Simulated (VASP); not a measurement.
A run of VASP 6.6.1:

INCAR

```
ALGO = Normal ; EDIFF = 1E-6
ENCUT = 520 ; GGA = PE
ISIF = 2 ; ISMEAR = -1
LASPH = T ; LCHARG = F
LREAL = F ; LWAVE = F
NBANDS = 12 ; NELM = 80
PREC = Accurate ; SIGMA = 0.08
```

The input KPOINTS:

```
k-points
0
Gamma
  20 20 20
```

POSCAR

```
Ta
1.0
    0.0000000000      1.6639025017      1.6639025017
    1.6639025017      0.0000000000      1.6639025017
    1.6639025017      1.6639025017      0.0000000000
Ta
1
Direct
    0.0000000000      0.0000000000      0.0000000000
```

Potentials or basis: VASP PAW PBE potentials, release 64 (Ta_pv).

The run is started by

```console
$ cat potpaw_PBE.64/Ta_pv/POTCAR > POTCAR
$ mpirun -np 1 vasp_std > vasp.out
```

Hardware: 1 thread of Intel Xeon 8259CL, with other jobs on the host.

Question: How long does it take, and how much memory?

Answer: Run time: 35 s on 1 thread of Intel Xeon 8259CL, on a shared host, peak memory 0.14 GiB. Counts: scf iterations 11, k points 256.
